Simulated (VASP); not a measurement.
MgO, 2 atoms in the cell. Symmetry: P-6m2, No. 187, hexagonal system. The conventional cell has a = 2.938 Å, b = 2.938 Å, c = 2.680 Å, α = 90.00°, β = 90.00°, γ = 120.00°. Mg (site symmetry -6m2) has 6 O at 2.16 Å and 2 Mg at 2.68 Å within 2.9 Å. O (site symmetry -6m2) has 6 Mg at 2.16 Å and 2 O at 2.68 Å within 2.9 Å. 

```yaml
Program: VASP 6.6.1
Task: single point
Functional: LDA
Potentials_or_basis: VASP PAW LDA potentials, release 64 (Mg, O)
Cutoff: 520 eV
k_mesh: 9 × 9 × 8
Occupations: gaussian, width 0.05 eV
Spin: no spin polarisation
Dipole_correction: no
Further_INCAR_settings: ALGO = Normal; EDIFF = 1e-06; NBANDS = 11
```

Potentials or basis: VASP PAW LDA potentials, release 64 (Mg, O).

The run is started by

```console
$ cat potpaw_LDA.64/Mg/POTCAR potpaw_LDA.64/O/POTCAR > POTCAR
$ mpirun -np 1 vasp_std > vasp.out
```

Hardware: 1 thread of Intel Xeon 6975P-C, with other jobs on the host.

Q: Estimate the wall time of this run.

A: Wall time 6 s on 1 thread of Intel Xeon 6975P-C, with other jobs on the host, peak memory 0.13 GiB. Counts: scf iterations 12, k points 60.
